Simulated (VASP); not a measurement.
Ba, 2 atoms in the cell. It takes space group Fd-3m (No. 227, cubic). Conventional cell: a = 7.409 Å, b = 7.409 Å, c = 7.409 Å, α = 90.00°, β = 90.00°, γ = 90.00°. Ba (site symmetry -43m) has 4 Ba at 3.21 Å within 4.2 Å. This isn't the form of Ba at room conditions, which is bcc.

* Program: VASP 6.6.1
* Task: single point
* Functional: PBEsol
* Potentials or basis: VASP PAW PBE potentials, release 64 (Ba_sv)
* Cutoff: 520 eV
* k mesh: 9 × 9 × 9
* Occupations: fermi-dirac, width 0.05 eV
* Spin: no spin polarisation
* Dipole correction: no
* Further INCAR settings: ALGO = Normal; EDIFF = 1e-07; NBANDS = 17

Potentials or basis: VASP PAW PBE potentials, release 64 (Ba_sv).

Run with:

```console
$ cat potpaw_PBE.64/Ba_sv/POTCAR > POTCAR
$ mpirun -np 1 vasp_std > vasp.out
```

Hardware: 1 thread of Intel(R) Xeon(R) Platinum 8259CL CPU @ 2.50GHz (Skylake/Cascade Lake) (shared host).

How long does it take, and how much memory?

Run time: 51 s on 1 thread of Intel(R) Xeon(R) Platinum 8259CL CPU @ 2.50GHz (Skylake/Cascade Lake) (shared host), peak memory 0.25 GiB. Counts: scf iterations 12, k points 35.
